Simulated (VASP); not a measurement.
# Sn4Se7 (P1) in VASP: single point with PBEsol

Aim: the single point of Sn4Se7 with PBEsol.

Program: VASP 6.6.1. These are calculated values, not measurements. Logs are shortened: lines on timing, memory, paths and dates and some standing lists are left out, and cuts for length are marked.

## Step 1: The cell of the first run

The typed cell holds 22 atoms: a = 7.616 Å, b = 7.616 Å, c = 11.918 Å, α = 94.63°, β = 85.38°, γ = 119.37°.

## Step 2: Single point, PBEsol

Input file INCAR:

```
SYSTEM = Sn4Se7
  PREC = Accurate
  ENCUT = 520
  EDIFF = 1E-6
  ISMEAR = 0
  SIGMA = 0.1
  LREAL = Auto
  LASPH = .TRUE.
  NELM = 60
  ALGO = Normal
  ISIF = 2
  LWAVE = .FALSE.
  LCHARG = .FALSE.
  GGA = PS
  ISYM = 0
  NBANDS = 115
```

Input file KPOINTS:

```
Automatic mesh
0
Gamma
  2 2 1
  0.5 0.5 0
```

Input file POSCAR:

```
Sn4Se7
1.0
    7.6097423878     -0.0452759146     -0.3034579929
   -3.7656611017     -6.6125123498      0.3035548240
    0.4884478898      0.2821854923    -11.9046029734
Sn Se
8 14
Direct
   -0.0251142969      0.5249560577      0.5111347103
    0.0420784723      0.4570689689      0.0136639034
    0.4759207267      0.5241857326      0.5079971379
    0.5427199538      0.4562825260     -0.0392158385
   -0.0243945940      0.0239729133      0.5080238736
    0.0428168409     -0.0442294545     -0.0392054914
    0.4749951719      1.0249076807      0.5109400963
    0.5422185059     -0.0427313624      0.0136367409
    0.8192878607      0.1805856636      0.3761434482
    0.8289667624      0.1703156030      0.8584452605
    0.3217548322      0.1780893783      0.3758191810
    0.8218306851      0.6779466010      0.3756920592
    0.3191357011      0.6805229104      0.3761748159
    0.3284925306      0.6708098363      0.8584628477
    0.2120262331      0.2868820127      0.1084780820
    0.1321591930      0.3676495492      0.6426297187
    0.6849256978      0.3145418124      0.1311777253
    0.6292194577      0.3705848027      0.6448712211
    0.1850391940      0.8145033615      0.1313552686
    0.1294001864      0.8707838284      0.6448360358
    0.7118543066      0.7868716481      0.1085878486
    0.6320246935      0.8676179836      0.6427230055
```

Potentials or basis: VASP PAW PBE potentials, release 64 (Sn_d, Se).

On the command line:

```bash
cat potpaw_PBE.64/Sn_d/POTCAR potpaw_PBE.64/Se/POTCAR > POTCAR
mpirun -np 1 vasp_std > vasp.out
```

OUTCAR:

```text
SYSTEM = Sn4Se7
   PREC = Accurate
   ENCUT = 520
   EDIFF = 1E-6
   ISMEAR = 0
   LREAL = Auto
   LASPH = .TRUE.
   NELM = 60
   ISIF = 2
   GGA = PS
   ISYM = 0

 ion  position               nearest neighbor table
   1  0.975  0.525  0.511-  12 2.69  16 2.71  18 2.73  13 2.73  20 2.73   9 2.73
   2  0.042  0.457  0.014-  15 2.60  10 2.68  14 2.68  17 2.70  19 2.70
   3  0.476  0.524  0.508-  13 2.70  18 2.71  12 2.72  11 2.72  22 2.72  16 2.72
   4  0.543  0.456  0.961-  15 2.75  21 2.75  17 2.88  14 3.17
   5  0.976  0.024  0.508-   9 2.70  20 2.71  11 2.72  12 2.72  16 2.72  22 2.72
   6  0.043  0.956  0.961-  15 2.75  21 2.75  19 2.88  10 3.17
   7  0.475  0.025  0.511-  11 2.69  22 2.71   9 2.73  13 2.73  20 2.73  18 2.73
   8  0.542  0.957  0.014-  21 2.60  10 2.68  14 2.68  17 2.70  19 2.70
   9  0.819  0.181  0.376-   5 2.70   7 2.73   1 2.73
  10  0.829  0.170  0.858-   8 2.68   2 2.68   6 3.17
  11  0.322  0.178  0.376-   7 2.69   3 2.72   5 2.72
  12  0.822  0.678  0.376-   1 2.69   3 2.72   5 2.72
  13  0.319  0.681  0.376-   3 2.70   7 2.73   1 2.73
  14  0.328  0.671  0.858-   8 2.68   2 2.68   4 3.17
  15  0.212  0.287  0.108-   2 2.60   4 2.75   6 2.75
  16  0.132  0.368  0.643-   1 2.71   5 2.72   3 2.72
  17  0.685  0.315  0.131-   2 2.70   8 2.70   4 2.88
  18  0.629  0.371  0.645-   3 2.71   1 2.73   7 2.73
  19  0.185  0.815  0.131-   8 2.70   2 2.70   6 2.88
  20  0.129  0.871  0.645-   5 2.71   1 2.73   7 2.73
  21  0.712  0.787  0.109-   8 2.60   4 2.75   6 2.75
  22  0.632  0.868  0.643-   7 2.71   3 2.72   5 2.72

IMPORTANT INFORMATION: All symmetrisations will be switched off!
NOSYMM: (Re-)initialisation of all symmetry stuff for point group C_1.

----------------------------------------------------------------------------------------

                                     Primitive cell

  volume of cell :     599.7473

  direct lattice vectors                    reciprocal lattice vectors
     7.609742388 -0.045275915 -0.303457993     0.131111348 -0.074498760  0.003613610
    -3.765661102 -6.612512350  0.303554824    -0.001041477 -0.150801412 -0.003617313
     0.488447890  0.282185492-11.904602973    -0.003368691 -0.001946243 -0.084185473

  length of vectors
     7.615925149  7.615620043 11.917960478     0.150842000  0.150848386  0.084275321

  position of ions in fractional coordinates (direct lattice)
     0.974885703  0.524956058  0.511134710
     0.042078472  0.457068969  0.013663903
     0.475920727  0.524185733  0.507997138
     0.542719954  0.456282526  0.960784162
     0.975605406  0.023972913  0.508023874
     0.042816841  0.955770546  0.960794509
[... 14 lines left out ...]
     0.711854307  0.786871648  0.108587849
     0.632024693  0.867617984  0.642723006

  ion indices of the primitive-cell ions
   primitive index   ion index
                 1           1
                 2           2
                 3           3
                 4           4
                 5           5
                 6           6
[... 14 lines left out ...]
                21          21
                22          22

----------------------------------------------------------------------------------------

 KPOINTS: Automatic mesh

Automatic generation of k-mesh.
 Grid dimensions read from file:
 generate k-points for:    2    2    1

 Generating k-lattice:

  Cartesian coordinates                     Fractional coordinates (reciprocal lattice)
     0.065555674 -0.037249380  0.001806805     0.500000000  0.000000000 -0.000000000
    -0.000520739 -0.075400706 -0.001808657     0.000000000  0.500000000 -0.000000000
    -0.003368691 -0.001946243 -0.084185473     0.000000000 -0.000000000  1.000000000

  Length of vectors
     0.075421000  0.075424193  0.084275321

  Shift w.r.t. Gamma in fractional coordinates (k-lattice)
     0.500000000  0.500000000  0.000000000

 -----------------------------------------------------------------------------
|                                                                             |
|           W    W    AA    RRRRR   N    N  II  N    N   GGGG   !!!           |
|           W    W   A  A   R    R  NN   N  II  NN   N  G    G  !!!           |
|           W    W  A    A  R    R  N N  N  II  N N  N  G       !!!           |
|           W WW W  AAAAAA  RRRRR   N  N N  II  N  N N  G  GGG   !            |
|           WW  WW  A    A  R   R   N   NN  II  N   NN  G    G                |
|           W    W  A    A  R    R  N    N  II  N    N   GGGG   !!!           |
|                                                                             |
|     Your reciprocal lattice and k-lattice belong to different lattice       |
|     classes:                                                                |
|                                                                             |
|        The reciprocal lattice is triclinic,                                 |
|        whereas your k-lattice is base-centered monoclinic.                  |
|                                                                             |
|     Results are often still useful ...                                      |
|                                                                             |
 -----------------------------------------------------------------------------

 Subroutine IBZKPT returns following result:
 ===========================================

 Found      2 irreducible k-points:

 Following reciprocal coordinates:
            Coordinates               Weight
  0.250000  0.250000 -0.000000      2.000000
 -0.250000  0.250000  0.000000      2.000000
   k-points           NKPTS =      2   k-points in BZ     NKDIM =      2   number of bands    NBANDS=    115
   number of dos      NEDOS =    301   number of ions     NIONS =     22
   total plane-waves  NPLWV = 324000
   dimension x,y,z NGX =    60 NGY =   60 NGZ =   90
   dimension x,y,z NGXF=   120 NGYF=  120 NGZF=  180
   ions per type =               8  14
   NGX,Y,Z   is equivalent  to a cutoff of  13.10, 13.10, 12.55 a.u.
   NGXF,Y,Z  is equivalent  to a cutoff of  26.19, 26.20, 25.11 a.u.
 SYSTEM =  Sn4Se7
   PREC   = accura    normal or accurate (medium, high low for compatibility)
   ISTART =      0    job   : 0-new  1-cont  2-samecut
   ICHARG =      2    charge: 1-file 2-atom 10-const
   ISPIN  =      1    spin polarized calculation?
   LNONCOLLINEAR =      F non collinear calculations
   LSORBIT =      F    spin-orbit coupling
   LASPH  =      T    aspherical Exc in radial PAW
   ENCUT  =  520.0 eV  38.22 Ry    6.18 a.u.  14.16 14.16 22.16*2*pi/ulx,y,z
   NELM   =     60;   NELMIN=  2; NELMDL= -5     # of ELM steps
   EDIFF  = 0.1E-05   stopping-criterion for ELM
   LREAL  =      T    real-space projection
   EDIFFG = 0.1E-04   stopping-criterion for IOM
   NSW    =      0    number of steps for IOM
   IBRION =     -1    ionic relax: 0-MD 1-quasi-New 2-CG
   NFREE  =      0    steps in history (QN), initial steepest desc. (CG)
   ISIF   =      2    stress and relaxation
   ISYM   =      0    0-nonsym 1-usesym 2-fastsym
   POTIM  = 0.5000    time-step for ionic-motion
   TEBEG  =    0.0;   TEEND  =   0.0 temperature during run
   PSTRESS=    0.0 pullay stress
   NELECT =     196.0000    total number of electrons
   NUPDOWN=      -1.0000    fix difference up-down
   EMIN   =  10.00;   EMAX   =-10.00  energy-range for DOS
   EFERMI =   0.00;   METHOD = LEGACY
   ISMEAR =     0;   SIGMA  =   0.10  broadening in eV -4-tet -1-fermi 0-gaus
   EFERMI_NEDOS =   21; number of points for ismear=-14 and -15
   IALGO  =     38    algorithm
   IMIX   =      4    mixing-type and parameters
     AMIX     =   0.40;   BMIX     =  1.00
     AMIX_MAG =   1.60;   BMIX_MAG =  1.00
  volume/ion in A,a.u.               =      27.26       183.97
  Fermi-wavevector in a.u.,A,eV,Ry     =   1.127641  2.130932 17.300810  1.271574
  Thomas-Fermi vector in A             =   2.264328
   LORBIT       =      0    0 simple, 1 ext, 2 COOP (PROOUT), +10 PAW based schemes
   GGA     = PS    functional components
   LHFCALC =     F    Hartree Fock is set to
   AEXX    =    0.0000 exact exchange contribution
   IVDW    =     0    specifies the selected vdW correction
   LEPSILON=     F    determine dielectric tensor
   LRPA    =     F    only Hartree local field effects (RPA)
 non-spin polarized calculation
 Gauss-broadening in eV      SIGMA  =   0.10
  energy-cutoff  :      520.00
  volume of cell :      599.75
 maximum number of plane-waves:     16154
 NGX is ok and might be reduce to    60
   NGX = 29   NGY = 29   NGZ = 45

 number of electron     195.9999982 magnetization

 Free energy of the ion-electron system (eV)
  ---------------------------------------------------
  ext. energy  EPLUGINS =         0.00000000
  ---------------------------------------------------
  free energy    TOTEN  =       -94.96038380 eV

  energy without entropy =      -94.96034100  energy(sigma->0) =      -94.96036240

 E-fermi :   4.3491     XC(G=0):  -9.4303

 val. band max:        4.0810689416   @ k =   0.2500   0.2500  -0.0000
 cond. band min:       4.6171225645   @ k =  -0.2500   0.2500   0.0000
 fundamental gap:      0.5360536230
 Fermi energy:         4.3490957481

 k-point     1 :       0.2500    0.2500   -0.0000
  band No.  band energies     occupation
      1     -17.4549      2.00000
      2     -17.4527      2.00000
      3     -17.4513      2.00000
      4     -17.4454      2.00000
      5     -17.4109      2.00000
      6     -17.4106      2.00000
[... 102 lines left out ...]
    109       7.7439      0.00000
    110       7.7870      0.00000

 k-point     2 :      -0.2500    0.2500    0.0000
  band No.  band energies     occupation
      1     -17.4712      2.00000
      2     -17.4672      2.00000
      3     -17.4484      2.00000
      4     -17.4237      2.00000
      5     -17.4224      2.00000
      6     -17.4063      2.00000
[... 102 lines left out ...]
    109       7.3750      0.00000
    110       7.5262      0.00000
 [bands above 110 left out]

------------------------ aborting loop because EDIFF is reached ----------------------------------------

  FORCE on cell =-STRESS in cart. coord.  units (eV):
  Direction    XX          YY          ZZ          XY          YZ          ZX
  --------------------------------------------------------------------------------------
  -------------------------------------------------------------------------------------
  Total        0.1633353      0.3081574      0.5362012     -0.1219438      0.0050259      0.0138303
  in kB        0.4363373      0.8232182      1.4324190     -0.3257633      0.0134263      0.0369467
  external PRESSURE =       0.8973248 kB  Pullay stress =       0.0000000 kB

 VOLUME and BASIS-vectors are now :
 -----------------------------------------------------------------------------
  energy-cutoff  :      520.00
  volume of cell :      599.75
      direct lattice vectors                 reciprocal lattice vectors
     7.609742388 -0.045275915 -0.303457993     0.131111348 -0.074498760  0.003613610
    -3.765661102 -6.612512350  0.303554824    -0.001041477 -0.150801412 -0.003617313
     0.488447890  0.282185492-11.904602973    -0.003368691 -0.001946243 -0.084185473

 POSITION                                       TOTAL-FORCE (eV/Angst)
 -----------------------------------------------------------------------------------
      5.69149     -3.37118     -6.22134         0.009496      0.008203      0.010225
     -1.39429     -3.02042     -0.03669         0.019855      0.004402      0.003856
      1.89586     -3.34438     -6.03281         0.000357      0.008510      0.001854
      2.88105     -2.77063    -11.46394         0.013508      0.009963      0.031807
      7.58198     -0.05934     -6.33660         0.008081      0.000151      0.002089
     -2.80398     -6.05086    -11.16074         0.015581      0.006545      0.028867
[... 14 lines left out ...]
      2.50698     -5.20479     -1.26985        -0.005332     -0.010105     -0.033931
      1.85633     -5.58438     -7.57979        -0.014144     -0.011830     -0.014530
 -----------------------------------------------------------------------------------
    total drift:                               -0.026024     -0.021874      0.025324

  FREE ENERGIE OF THE ION-ELECTRON SYSTEM (eV)
  ---------------------------------------------------
  free  energy   TOTEN  =       -94.9603838037 eV

  energy  without entropy=      -94.9603409957  energy(sigma->0) =      -94.96036240
```

Run time: 5.6 min. Hardware: 1 thread of Intel Xeon Platinum 8259CL at 2.50GHz (Skylake/Cascade Lake), shared host; peak memory 0.69 GiB.

Results:

```
Free energy            : -94.9604 eV
Pressure               : 0.1 GPa
Largest force          : 0.037 eV/Å
Band gap on the k mesh : 0.54 eV
```

Forces in eV/Å, atoms in the order of the input:
```
Sn   0.009  0.008  0.010
Sn   0.020  0.004  0.004
Sn   0.000  0.009  0.002
Sn   0.014  0.010  0.032
Sn   0.008  0.000  0.002
Sn   0.016  0.007  0.029
Sn   0.004  0.005  0.010
Sn   0.018  0.013  0.003
Se   0.004  0.003  0.030
Se  -0.007 -0.006  0.011
Se   0.004  0.002  0.021
Se   0.002 -0.001  0.012
Se   0.008  0.004  0.032
Se  -0.001 -0.002  0.014
Se  -0.010 -0.004 -0.035
Se  -0.017 -0.009 -0.020
Se  -0.017 -0.008 -0.031
Se  -0.009 -0.004 -0.023
Se  -0.016 -0.005 -0.029
Se  -0.011 -0.003 -0.024
Se  -0.005 -0.010 -0.034
Se  -0.014 -0.012 -0.015
```

Levels at points of the mesh, in eV from the valence-band top:
```tsv
k point	band 96	band 97	band 98	band 99	band 100	band 101
(0.25, 0.25, 0.00)	-0.50	-0.29	0.00	1.00	1.24	1.34
```

Caveat: the k points lie up to 0.53 Å⁻¹ apart; the PAW data sets were made with another functional, which shifts forces and pressure a little; spin-orbit coupling is left out, which moves the levels of the heavy elements; a shifted mesh leaves out Γ, where band edges can lie. A k mesh can miss the band edges.
